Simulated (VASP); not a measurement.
# Ga7P8 (a cell with a defect) in VASP: single point with PBE

Aim: the single point of Ga7P8 (a cell with a defect) with PBE.

All numbers are computed with VASP 6.6.1; they aren't measurements. Logs are shortened: lines on timing, memory, paths and dates and some standing lists are left out, and cuts for length are marked.

## Step 1: The cell of the first run

The cell holds a defect, 15 atoms: a = 7.785 Å, b = 7.785 Å, c = 7.785 Å, α = 60.00°, β = 60.00°, γ = 60.00°.

## Step 2: Single point, PBE (atoms taken out, then relaxed in part)

INCAR

```
PREC = Accurate ; ENCUT = 520
EDIFF = 1E-7 ; ISMEAR = 0
SIGMA = 0.05 ; LREAL = Auto
LASPH = True ; NELM = 60
ALGO = Normal ; ISIF = 2
LWAVE = False ; LCHARG = True
GGA = PE ; LELF = True
LVHAR = True ; NELECT = 134.0
NBANDS = 78
```

KPOINTS

```
regular mesh
0
Gamma
  4 4 4
```

POSCAR

```
Ga7P8
1.0
    0.0000000000      5.5050736239     -5.5050736239
    5.5050736239      5.5050736239      0.0000000000
    5.5050736239      0.0000000000     -5.5050736239
Ga P
7 8
Direct
   -0.0420908551      0.2920908551      0.4579091449
    0.5352737505     -0.0261040143      0.5169342781
    0.4447060121      0.5209426480      0.5134086919
    0.0169342781     -0.0261040143      1.0352737505
    0.0134086919      0.5209426480      0.9447060121
    0.4960953836      0.0104018180      0.9960953836
    0.4960953836      0.4974074147      0.9960953836
    0.1181896872      0.1455887309      0.1452041182
    0.1181896872      0.5910174637      0.1452041182
    0.6362723734      0.1137276266      0.1362723734
    0.6212291427      0.6287708573      0.1212291427
    0.1691643227      0.0808356773      0.6691643227
    0.0861239057      0.6638760943      0.5861239057
    0.6452041182      0.1455887309      0.6181896872
    0.6452041182      0.5910174637      0.6181896872
```

Potentials or basis: VASP PAW PBE potentials, release 64 (Ga_d, P).

Started as:

```bash
cat potpaw_PBE.64/Ga_d/POTCAR potpaw_PBE.64/P/POTCAR > POTCAR
mpirun -np 1 vasp_std > vasp.out
```

OUTCAR:

```text
PREC = Accurate
   ENCUT = 520
   EDIFF = 1E-7
   ISMEAR = 0
   LREAL = Auto
   LASPH = True
   NELM = 60
   ISIF = 2
   GGA = PE
   NELECT = 134.0

 ion  position               nearest neighbor table
   1  0.958  0.292  0.458-  12 2.33   9 2.66  15 2.66  14 2.66   8 2.66
   2  0.535  0.974  0.517-  12 2.34  10 2.43  15 2.45  14 2.45
   3  0.445  0.521  0.513-  13 2.30  14 2.44  15 2.44  11 2.51
   4  0.017  0.974  0.035-  12 2.34  10 2.43   9 2.45   8 2.45
   5  0.013  0.521  0.945-  13 2.30   9 2.44   8 2.44  11 2.51
   6  0.496  0.010  0.996-   8 2.41  14 2.41  11 2.43  10 2.44
   7  0.496  0.497  0.996-   9 2.41  15 2.41  11 2.43  10 2.44
   8  0.118  0.146  0.145-   6 2.41   5 2.44   4 2.45   1 2.66
   9  0.118  0.591  0.145-   7 2.41   5 2.44   4 2.45   1 2.66
  10  0.636  0.114  0.136-   2 2.43   4 2.43   7 2.44   6 2.44
  11  0.621  0.629  0.121-   6 2.43   7 2.43   3 2.51   5 2.51
  12  0.169  0.081  0.669-   1 2.33   2 2.34   4 2.34
  13  0.086  0.664  0.586-   3 2.30   5 2.30
  14  0.645  0.146  0.618-   6 2.41   3 2.44   2 2.45   1 2.66
  15  0.645  0.591  0.618-   7 2.41   3 2.44   2 2.45   1 2.66

  LATTYP: Found a face centered cubic cell.
 ALAT       =    11.0101472478

  Lattice vectors:

 A1 = (   0.0000000000,   5.5050736239,  -5.5050736239)
 A2 = (   5.5050736239,   5.5050736239,   0.0000000000)
 A3 = (   5.5050736239,   0.0000000000,  -5.5050736239)

Analysis of symmetry for initial positions (statically):
=====================================================================
 Subroutine PRICEL returns:
 Original cell was already a primitive cell.

 Routine SETGRP: Setting up the symmetry group for a
 face centered cubic supercell.

 Subroutine GETGRP returns: Found  4 space group operations
 (whereof  2 operations were pure point group operations)
 out of a pool of 48 trial point group operations.

The static configuration has the point symmetry C_1h.
 The point group associated with its full space group is C_2v.

Analysis of symmetry for dynamics (positions and initial velocities):
=====================================================================
 Subroutine PRICEL returns:
 Original cell was already a primitive cell.

 Routine SETGRP: Setting up the symmetry group for a
 face centered cubic supercell.

[... 137 lines left out ...]
   EMIN   =  10.00;   EMAX   =-10.00  energy-range for DOS
   EFERMI =   0.00;   METHOD = LEGACY
   ISMEAR =     0;   SIGMA  =   0.05  broadening in eV -4-tet -1-fermi 0-gaus
   EFERMI_NEDOS =   21; number of points for ismear=-14 and -15
   IALGO  =     38    algorithm
   IMIX   =      4    mixing-type and parameters
     AMIX     =   0.40;   BMIX     =  1.00
     AMIX_MAG =   1.60;   BMIX_MAG =  1.00
  volume/ion in A,a.u.               =      22.24       150.12
  Fermi-wavevector in a.u.,A,eV,Ry     =   1.207823  2.282455 19.848675  1.458836
  Thomas-Fermi vector in A             =   2.343449
   LORBIT       =      0    0 simple, 1 ext, 2 COOP (PROOUT), +10 PAW based schemes
   GGA     = PE    functional components
   LHFCALC =     F    Hartree Fock is set to
   AEXX    =    0.0000 exact exchange contribution
   IVDW    =     0    specifies the selected vdW correction
   LEPSILON=     F    determine dielectric tensor
   LRPA    =     F    only Hartree local field effects (RPA)
 non-spin polarized calculation
 Gauss-broadening in eV      SIGMA  =   0.05
  energy-cutoff  :      520.00
  volume of cell :      333.67
 maximum number of plane-waves:      9089
 NGX is ok and might be reduce to    60
   NGX = 29   NGY = 29   NGZ = 29

 number of electron     134.0000002 magnetization

 Free energy of the ion-electron system (eV)
  ---------------------------------------------------
  ext. energy  EPLUGINS =         0.00000000
  ---------------------------------------------------
  free energy    TOTEN  =       -52.26954973 eV

  energy without entropy =      -52.26613824  energy(sigma->0) =      -52.26784398

 E-fermi :   4.7351     XC(G=0):  -9.6436

 val. band max:        4.7014807054   @ k =   0.2500   0.0000   0.2500
 cond. band min:       4.7419445824   @ k =   0.0000   0.2500   0.0000
 fundamental gap:      0.0404638769
 Fermi energy:         4.7351123594

 k-point     1 :       0.0000    0.0000    0.0000
  band No.  band energies     occupation
      1     -11.0813      2.00000
      2     -11.0384      2.00000
      3     -11.0177      2.00000
      4     -11.0099      2.00000
      5     -11.0071      2.00000
      6     -10.9930      2.00000
[... 1447 lines left out ...]
     77       7.7720      0.00000
     78       7.9807      0.00000

------------------------ aborting loop because EDIFF is reached ----------------------------------------

  FORCE on cell =-STRESS in cart. coord.  units (eV):
  Direction    XX          YY          ZZ          XY          YZ          ZX
  --------------------------------------------------------------------------------------
  -------------------------------------------------------------------------------------
  Total       18.6918683     18.6918683     23.1880150     -2.2986058      0.0000000      0.0000000
  in kB       89.7519525     89.7519525    111.3409097    -11.0371183      0.0000000      0.0000000
  external PRESSURE =      96.9482716 kB  Pullay stress =       0.0000000 kB

 VOLUME and BASIS-vectors are now :
 -----------------------------------------------------------------------------
  energy-cutoff  :      520.00
  volume of cell :      333.67
      direct lattice vectors                 reciprocal lattice vectors
     0.000000000  5.505073624 -5.505073624    -0.090825307  0.090825307 -0.090825307
     5.505073624  5.505073624  0.000000000     0.090825307  0.090825307  0.090825307
     5.505073624  0.000000000 -5.505073624     0.090825307 -0.090825307 -0.090825307

 POSITION                                       TOTAL-FORCE (eV/Angst)
 -----------------------------------------------------------------------------------
      4.12881      6.88134     -7.79418        -0.000000     -0.000000     -0.010197
      8.20713      8.30809     -5.79248         0.004823     -0.004823      0.005591
      5.69418      5.31597     -5.27449        -0.002615      0.002615     -0.005199
      5.55555      5.45459     -0.28741        -0.004823      0.004823      0.005591
      8.06850      2.94164     -5.27449         0.002615     -0.002615     -0.005199
      5.54084      2.78830     -8.21462        -0.000588     -0.000588      0.002671
      8.22184      5.46931     -8.21462         0.000588      0.000588      0.002671
      1.60084      1.45212     -1.45000        -0.008304     -0.001626      0.000185
      4.05295      3.90424     -1.45000         0.001626      0.008304      0.000185
      1.37627      4.12881     -4.25292        -0.000000     -0.000000     -0.002146
      4.12881      6.88134     -4.08729        -0.000000     -0.000000      0.004995
      4.12881      1.37627     -4.61506        -0.000000     -0.000000     -0.004568
      6.88134      4.12881     -3.70077         0.000000      0.000000      0.005047
      4.20466      4.35337     -6.95508        -0.001626     -0.008304      0.000185
      6.65677      6.80549     -6.95508         0.008304      0.001626      0.000185
 -----------------------------------------------------------------------------------
    total drift:                                0.000016      0.000016     -0.001786

  FREE ENERGIE OF THE ION-ELECTRON SYSTEM (eV)
  ---------------------------------------------------
  free  energy   TOTEN  =       -52.2695497260 eV

  energy  without entropy=      -52.2661382364  energy(sigma->0) =      -52.26784398
```

OSZICAR:

```text
N       E                     dE             d eps       ncg     rms          rms(c)
DAV:   1     0.143388273022E+04    0.14339E+04   -0.57550E+04  3076   0.243E+03
DAV:   2     0.254305613749E+03   -0.11796E+04   -0.11472E+04  2888   0.706E+02
DAV:   3    -0.294161389863E+02   -0.28372E+03   -0.27334E+03  3480   0.219E+02
[... 12 lines left out ...]
DAV:  16    -0.522695487580E+02   -0.25497E-05   -0.21548E-05  3594   0.371E-02    0.281E-03
DAV:  17    -0.522695493531E+02   -0.59505E-06   -0.77527E-06  3040   0.233E-02    0.147E-03
DAV:  18    -0.522695495449E+02   -0.19179E-06   -0.29355E-06  2524   0.139E-02    0.830E-04
DAV:  19    -0.522695496320E+02   -0.87137E-07   -0.11882E-06  2136   0.959E-03    0.360E-04
DAV:  20    -0.522695497260E+02   -0.93940E-07   -0.74162E-07  2784   0.389E-03
   1 F= -.52269550E+02 E0= -.52267844E+02  d E =-.341149E-02
```

stdout:

```text
POSCAR found type information on POSCAR GaP
 POSCAR found :  2 types and      15 ions
 scaLAPACK will be used
 LDA part: xc-table for (Slater+PW92), standard interpolation
 POSCAR, INCAR and KPOINTS ok, starting setup
 FFT: planning ... GRIDC
 FFT: planning ... GRID_SOFT
 FFT: planning ... GRID
 WAVECAR not read
 entering main loop
 the old and the new charge density differ
 old charge density:   131.00000 new  134.00000
    0.114E+01
```

Run time: 16 min. Hardware: 1 thread of Intel Xeon Platinum 8488C (Sapphire Rapids), shared host; peak memory 0.64 GiB.

What came out:

| Item | Value |
| --- | --- |
| Free energy | -52.2695 eV |
| Largest force | 0.010 eV/Å |

Forces on the atoms (eV/Å):
```
Ga   0.000  0.000 -0.010
Ga   0.005 -0.005  0.006
Ga  -0.003  0.003 -0.005
Ga  -0.005  0.005  0.006
Ga   0.003 -0.003 -0.005
Ga  -0.001 -0.001  0.003
Ga   0.001  0.001  0.003
P   -0.008 -0.002  0.000
P    0.002  0.008  0.000
P    0.000  0.000 -0.002
P    0.000  0.000  0.005
P    0.000  0.000 -0.005
P    0.000  0.000  0.005
P   -0.002 -0.008  0.000
P    0.008  0.002  0.000
```

Levels at points of the mesh, in eV from the Fermi level:
| k point | band 65 | band 66 | band 67 | band 68 | band 69 | band 70 |
| --- | --- | --- | --- | --- | --- | --- |
| (0.00, 0.00, 0.00) | -1.03 | -0.63 | -0.51 | 0.14 | 0.27 | 0.30 |
| (0.50, 0.00, 0.00) | -1.44 | -0.87 | 0.03 | 0.04 | 0.76 | 1.07 |
| (0.00, 0.50, 0.00) | -1.01 | -0.91 | -0.42 | 0.24 | 0.98 | 1.02 |
| (0.50, 0.50, 0.00) | -1.34 | -0.96 | -0.67 | 0.99 | 1.47 | 1.49 |
| (0.50, 0.00, 0.50) | -1.82 | -1.20 | -0.29 | 0.60 | 1.13 | 1.37 |

Caveat: the cell carries a net charge on a neutralising background, which shifts energy and pressure; the cell differs from its parent crystal (atoms taken out, then relaxed in part); the cell is charged against a uniform background, so pressure and absolute levels hang on convention.
